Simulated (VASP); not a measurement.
# LaTiO3 (Pm-3m) in VASP: single point with LDA+U

Aim: the single point of LaTiO3 with LDA+U.

Program: VASP 6.6.1. These are calculated values, not measurements. Logs are shortened: lines on timing, memory, paths and dates and some standing lists are left out, and cuts for length are marked.

**1. The cell of the first run**

Symmetry: Pm-3m, No. 221, cubic system. Conventional cell: a = 3.920 Å, b = 3.920 Å, c = 3.920 Å, α = 90.00°, β = 90.00°, γ = 90.00°. Within 3.7 Å of La (site symmetry m-3m) lie 12 O at 2.77 Å and 8 Ti at 3.39 Å. Ti (site symmetry m-3m) has 6 O at 1.96 Å within 2.6 Å. O (site symmetry 4/mmm) has 2 Ti at 1.96 Å within 2.6 Å.

**2. Single point, LDA+U**

INCAR

```
SYSTEM = LaTiO3
PREC = Accurate
ENCUT = 1340
EDIFF = 1E-6
ISMEAR = 0
SIGMA = 0.05
LREAL = .FALSE.
LASPH = .TRUE.
NELM = 200
ALGO = Normal
ISIF = 2
LWAVE = .FALSE.
LCHARG = .FALSE.
LMAXMIX = 6
LDAU = .TRUE.
LDAUTYPE = 2
LDAUL = -1 2 -1
LDAUU = 0 5 0
LDAUJ = 0 0 0
LDAUPRINT = 1
NBANDS = 28
GGA_COMPAT = .FALSE.
```

KPOINTS

```
regular mesh
0
G
  5 5 5
  0 0 0
```

POSCAR

```
LaTiO3
1.0
    3.9200046000      0.0000000000      0.0000000000
    0.0000000000      3.9200046000      0.0000000000
    0.0000000000      0.0000000000      3.9200046000
La Ti O
1 1 3
Direct
    0.0000000000      0.0000000000      0.0000000000
    0.5000000000      0.5000000000      0.5000000000
    0.0000000000      0.5000000000      0.5000000000
    0.5000000000      0.5000000000      0.0000000000
    0.5000000000      0.0000000000      0.5000000000
```

Potentials or basis: VASP PAW LDA potentials, release 64 (La, Ti_sv, O_h).

Launch:

```bash
> cat potpaw_LDA.64/La/POTCAR potpaw_LDA.64/Ti_sv/POTCAR potpaw_LDA.64/O_h/POTCAR > POTCAR
> mpirun -np 1 vasp_std > vasp.out
```

OUTCAR:

```text
SYSTEM = LaTiO3
   PREC = Accurate
   ENCUT = 1340
   EDIFF = 1E-6
   ISMEAR = 0
   LREAL = .FALSE.
   LASPH = .TRUE.
   NELM = 200
   ISIF = 2

 ion  position               nearest neighbor table
   1  0.000  0.000  0.000-
   2  0.500  0.500  0.500-   3 1.96   4 1.96   5 1.96   4 1.96   5 1.96   3 1.96
   3  0.000  0.500  0.500-   2 1.96   2 1.96
   4  0.500  0.500  0.000-   2 1.96   2 1.96
   5  0.500  0.000  0.500-   2 1.96   2 1.96

  LATTYP: Found a simple cubic cell.
 ALAT       =     3.9200046000

  Lattice vectors:

 A1 = (   3.9200046000,   0.0000000000,   0.0000000000)
 A2 = (   0.0000000000,   3.9200046000,   0.0000000000)
 A3 = (   0.0000000000,   0.0000000000,   3.9200046000)

Analysis of symmetry for initial positions (statically):
=====================================================================
 Subroutine PRICEL returns:
 Original cell was already a primitive cell.

 Routine SETGRP: Setting up the symmetry group for a
 simple cubic supercell.

 Subroutine GETGRP returns: Found 48 space group operations
 (whereof 48 operations were pure point group operations)
 out of a pool of 48 trial point group operations.

The static configuration has the point symmetry O_h .

Analysis of symmetry for dynamics (positions and initial velocities):
=====================================================================
 Subroutine PRICEL returns:
 Original cell was already a primitive cell.

 Routine SETGRP: Setting up the symmetry group for a
 simple cubic supercell.

 Subroutine GETGRP returns: Found 48 space group operations
 (whereof 48 operations were pure point group operations)
 out of a pool of 48 trial point group operations.

The dynamic configuration has the point symmetry O_h .

 Subroutine INISYM returns: Found 48 space group operations
 (whereof 48 operations are pure point group operations),
 and found     1 'primitive' translations
[... 132 lines left out ...]

spin component  1

  0.1613  0.0000  0.0000  0.0000 -0.0000
  0.0000  0.1613 -0.0000  0.0000 -0.0000
  0.0000 -0.0000  0.2132 -0.0000  0.0000
  0.0000  0.0000 -0.0000  0.1613 -0.0000
 -0.0000 -0.0000  0.0000 -0.0000  0.2132

spin component  2

  0.1613  0.0000  0.0000  0.0000 -0.0000
  0.0000  0.1613 -0.0000  0.0000 -0.0000
  0.0000 -0.0000  0.2132 -0.0000  0.0000
  0.0000  0.0000 -0.0000  0.1613 -0.0000
 -0.0000 -0.0000  0.0000 -0.0000  0.2132

 occupancies and eigenvectors

  o =  0.1613  v =  1.0000  0.0000  0.0000  0.0000  0.0000  0.0000  0.0000  0.0000  0.0000  0.0000      0.0000  0.0000  0.0000  0.0000  0.0000  0.0000  0.0000  0.0000  0.0000  0.0000
  o =  0.1613  v =  0.0000  0.0000  0.0000  0.0000  0.0000  1.0000  0.0000  0.0000  0.0000  0.0000      0.0000  0.0000  0.0000  0.0000  0.0000  0.0000  0.0000  0.0000  0.0000  0.0000
  o =  0.1613  v =  0.0000 -0.1091  0.0000  0.9940  0.0000  0.0000  0.0000  0.0000  0.0000  0.0000      0.0000  0.0000  0.0000  0.0000  0.0000  0.0000  0.0000  0.0000  0.0000  0.0000
  o =  0.1613  v =  0.0000  0.0000  0.0000  0.0000  0.0000  0.0000 -0.1091  0.0000  0.9940  0.0000      0.0000  0.0000  0.0000  0.0000  0.0000  0.0000  0.0000  0.0000  0.0000  0.0000
  o =  0.1613  v =  0.0000 -0.9940 -0.0000 -0.1091  0.0000  0.0000  0.0000  0.0000  0.0000  0.0000      0.0000  0.0000  0.0000  0.0000  0.0000  0.0000  0.0000  0.0000  0.0000  0.0000
  o =  0.1613  v =  0.0000  0.0000  0.0000  0.0000  0.0000  0.0000 -0.9940 -0.0000 -0.1091  0.0000      0.0000  0.0000  0.0000  0.0000  0.0000  0.0000  0.0000  0.0000  0.0000  0.0000
  o =  0.2132  v =  0.0000  0.0000 -1.0000  0.0000  0.0005  0.0000  0.0000  0.0000  0.0000  0.0000      0.0000  0.0000  0.0000  0.0000  0.0000  0.0000  0.0000  0.0000  0.0000  0.0000
  o =  0.2132  v =  0.0000  0.0000  0.0000  0.0000  0.0000  0.0000  0.0000 -1.0000  0.0000  0.0005      0.0000  0.0000  0.0000  0.0000  0.0000  0.0000  0.0000  0.0000  0.0000  0.0000
  o =  0.2132  v =  0.0000  0.0000  0.0000  0.0000  0.0000  0.0000  0.0000  0.0005 -0.0000  1.0000      0.0000  0.0000  0.0000  0.0000  0.0000  0.0000  0.0000  0.0000  0.0000  0.0000
  o =  0.2132  v =  0.0000  0.0000  0.0005 -0.0000  1.0000  0.0000  0.0000  0.0000  0.0000  0.0000      0.0000  0.0000  0.0000  0.0000  0.0000  0.0000  0.0000  0.0000  0.0000  0.0000

 number of electron      41.0000001 magnetization

 Free energy of the ion-electron system (eV)
  ---------------------------------------------------
  ext. energy  EPLUGINS =         0.00000000
  ---------------------------------------------------
  free energy    TOTEN  =       -44.18000332 eV

  energy without entropy =      -44.17220714  energy(sigma->0) =      -44.17610523

 E-fermi :  11.3403     XC(G=0): -12.1740

 val. band max:       11.2859042276   @ k =   0.2000   0.0000   0.0000
 cond. band min:      11.3540880876   @ k =   0.4000   0.2000   0.0000
 fundamental gap:      0.0681838600
 Fermi energy:        11.3402721799

 k-point     1 :       0.0000    0.0000    0.0000
  band No.  band energies     occupation
      1     -47.6846      2.00000
      2     -24.3670      2.00000
      3     -24.3670      2.00000
      4     -24.3670      2.00000
      5     -22.5174      2.00000
      6      -9.4848      2.00000
[... 299 lines left out ...]
     27      12.6246      0.00000
     28      13.0944      0.00000

------------------------ aborting loop because EDIFF is reached ----------------------------------------

  FORCE on cell =-STRESS in cart. coord.  units (eV):
  Direction    XX          YY          ZZ          XY          YZ          ZX
  --------------------------------------------------------------------------------------
  -------------------------------------------------------------------------------------
  Total       -0.4964632     -0.4964632     -0.4964632      0.0000000      0.0000000      0.0000000
  in kB      -13.2049839    -13.2049839    -13.2049839      0.0000000      0.0000000      0.0000000
  external PRESSURE =     -13.2049839 kB  Pullay stress =       0.0000000 kB

 VOLUME and BASIS-vectors are now :
 -----------------------------------------------------------------------------
  energy-cutoff  :     1340.00
  volume of cell :       60.24
      direct lattice vectors                 reciprocal lattice vectors
     3.920004600  0.000000000  0.000000000     0.255101741  0.000000000  0.000000000
     0.000000000  3.920004600  0.000000000     0.000000000  0.255101741  0.000000000
     0.000000000  0.000000000  3.920004600     0.000000000  0.000000000  0.255101741

 POSITION                                       TOTAL-FORCE (eV/Angst)
 -----------------------------------------------------------------------------------
      0.00000      0.00000      0.00000         0.000000      0.000000      0.000000
      1.96000      1.96000      1.96000         0.000000      0.000000      0.000000
      0.00000      1.96000      1.96000         0.000000      0.000000      0.000000
      1.96000      1.96000      0.00000         0.000000      0.000000      0.000000
      1.96000      0.00000      1.96000         0.000000      0.000000      0.000000
 -----------------------------------------------------------------------------------
    total drift:                                0.000000     -0.000000     -0.000000

  FREE ENERGIE OF THE ION-ELECTRON SYSTEM (eV)
  ---------------------------------------------------
  free  energy   TOTEN  =       -44.1800033185 eV

  energy  without entropy=      -44.1722071423  energy(sigma->0) =      -44.17610523
```

OSZICAR:

```text
N       E                     dE             d eps       ncg     rms          rms(c)
DAV:   1     0.620473139465E+03    0.62047E+03   -0.32189E+04   660   0.443E+03
DAV:   2     0.134531461521E+03   -0.48594E+03   -0.46308E+03   560   0.666E+02
DAV:   3    -0.233648839420E+02   -0.15790E+03   -0.14747E+03  1036   0.253E+02
DAV:   4    -0.521651614878E+02   -0.28800E+02   -0.28397E+02   900   0.101E+02
DAV:   5    -0.535715233360E+02   -0.14064E+01   -0.14000E+01   960   0.221E+01    0.229E+01
DAV:   6    -0.444936882699E+02    0.90778E+01   -0.77179E+01   936   0.662E+01    0.927E+00
DAV:   7    -0.442291538246E+02    0.26453E+00   -0.10130E+01  1032   0.257E+01    0.607E+00
DAV:   8    -0.442159932860E+02    0.13161E-01   -0.13786E+00   980   0.834E+00    0.330E+00
DAV:   9    -0.441812097521E+02    0.34784E-01   -0.26369E-01   944   0.435E+00    0.679E-01
DAV:  10    -0.441790860185E+02    0.21237E-02   -0.45456E-02  1000   0.134E+00    0.360E-01
DAV:  11    -0.441800535285E+02   -0.96751E-03   -0.68479E-03   824   0.738E-01    0.922E-02
DAV:  12    -0.441800021688E+02    0.51360E-04   -0.18305E-03   872   0.406E-01    0.630E-02
DAV:  13    -0.441799996799E+02    0.24889E-05   -0.44040E-04  1016   0.167E-01    0.152E-02
DAV:  14    -0.441800028312E+02   -0.31513E-05   -0.38870E-05   936   0.488E-02    0.623E-03
DAV:  15    -0.441800033185E+02   -0.48731E-06   -0.64608E-06   880   0.186E-02
   1 F= -.44180003E+02 E0= -.44176105E+02  d E =-.779618E-02
```

stdout:

```text
POSCAR found type information on POSCAR LaTiO
 POSCAR found :  3 types and       5 ions
 scaLAPACK will be used
 LDA part: xc-table for (Slater(with rela. corr.)+CA(PZ))
 , standard interpolation
 POSCAR, INCAR and KPOINTS ok, starting setup
 FFT: planning ... GRIDC
 FFT: planning ... GRID_SOFT
 FFT: planning ... GRID
 WAVECAR not read
 entering main loop
```

Wall time 42 s (1 thread of Intel Xeon Platinum 8488C (Sapphire Rapids), shared host); peak memory 0.33 GiB.

What came out:

- Free energy: -44.1800 eV
- Pressure: -1.3 GPa
- Band gap on the k mesh: zero (an odd number of electrons rules out a gap without spin polarisation)

Eigenvalues of the final occupation matrices:
| site | spin | trace | eigenvalues |
| --- | --- | --- | --- |
| site 2 d | 1 | 0.91 | 0.16 0.16 0.16 0.21 0.21 |
| site 2 d | 2 | 0.91 | 0.16 0.16 0.16 0.21 0.21 |

Caveat: spin-orbit coupling is left out, which moves the levels of the heavy elements; an odd number of electrons without spin polarisation forces a metal; a magnetic or distorted state may lie lower; U without spin polarisation on a metal has little footing.

The gap in the log of VASP goes by the Fermi energy; the results here count the filled bands.